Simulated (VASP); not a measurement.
Write the native input for VASP 6.6.1 that does the following.

```yaml
Task: single point
Functional: PBE
Potentials_or_basis: VASP PAW PBE potentials, release 64 (Ag)
Cutoff: 500 eV
k_mesh: 21 × 21 × 16
Occupations: gaussian, width 0.1 eV
Spin: no spin polarisation
Dipole_correction: no
Further_INCAR_settings: ALGO = Normal; EDIFF = 1e-06; NBANDS = 24
```

The structure of Ag lies in POSCAR:

```
Ag
1.0
    2.9324981651      0.0000000000      0.0000000000
   -1.4662490826      2.5396179075      0.0000000000
    0.0000000000      0.0000000000      7.1831241762
Ag
3
Direct
    0.0000000000      0.0000000000      0.0000000000
    0.3333333333      0.6666666667      0.3333333333
    0.6666666667      0.3333333333      0.6666666667
```

One way to write it, as run:

INCAR

```
  PREC = Accurate
  ENCUT = 500
  EDIFF = 1E-6
  ISMEAR = 0
  SIGMA = 0.1
  LREAL = F
  LASPH = T
  NELM = 120
  ALGO = Normal
  ISIF = 2
  LWAVE = F
  LCHARG = T
  GGA = PE
  LELF = T
  LVHAR = T
  NBANDS = 24
  GGA_COMPAT = F
```

KPOINTS

```
regular mesh
0
Gamma
  21 21 16
```

Potentials or basis: VASP PAW PBE potentials, release 64 (Ag).

Command:

```bash
$ cat potpaw_PBE.64/Ag/POTCAR > POTCAR
$ mpirun -np 1 vasp_std > vasp.out
```

Results of the run:

```
Pressure               : 0.0 GPa
Band gap on the k mesh : zero (an odd number of electrons rules out a gap without spin polarisation)
```

Wall time 16 min on 1 thread of Oxide Virtual Turin-like Processor, on a shared host, peak memory 0.65 GiB.
